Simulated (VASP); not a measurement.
A run of VASP 6.6.1 is set up as follows.

The input POSCAR:

```
TlBr
1.0
    3.1589280934      0.0000000000      0.0000000000
    0.0000000000      3.1589280934      0.0000000000
    0.0000000000      0.0000000000      3.1589280934
Tl Br
1 1
Direct
    0.0000000000      0.0000000000      0.0000000000
    0.5000000000      0.5000000000      0.5000000000
```

Contents of INCAR.step1:

```
SYSTEM = TlBr
PREC = Accurate
ENCUT = 440
ISMEAR = -1
SIGMA = 0.03
LREAL = .False.
LASPH = .True.
NELM = 120
NBANDS = 17
GGA = PE
ALGO = Normal
EDIFF = 1E-5
LWAVE = .True.
LCHARG = .False.
GGA_COMPAT = .False.
```

INCAR.step2

```
SYSTEM = TlBr
PREC = Accurate
ENCUT = 440
EDIFF = 1E-8
ISMEAR = -1
SIGMA = 0.03
LREAL = .False.
LASPH = .True.
NELM = 120
ALGO = Normal
ISIF = 2
LWAVE = .False.
LCHARG = .False.
METAGGA = R2SCAN
LMIXTAU = .True.
LEFG = .True.
NBANDS = 17
ISTART = 1
GGA_COMPAT = .False.
```

File KPOINTS:

```
regular mesh
0
Gamma
  7 7 7
  0 0 0
```

Potentials or basis: VASP PAW PBE potentials, release 64 (Tl_d, Br).

Launch:

```bash
$ cat potpaw_PBE.64/Tl_d/POTCAR potpaw_PBE.64/Br/POTCAR > POTCAR
$ cp INCAR.step1 INCAR
$ mpirun -np 1 vasp_std > vasp.out
$ cp INCAR.step2 INCAR
$ mpirun -np 1 vasp_std > vasp.out
```

(1) Predict the band gap on the k mesh.

(2) What does it give for the pressure?

## Answers

(1) zero (bands 10 and 11 overlap by 1.14 eV).

(2) 96.7 GPa.

Caveat: the cell stands under pressure; the PAW data sets were made with another functional, which shifts forces and pressure a little; spin-orbit coupling is left out, which moves the levels of the heavy elements.
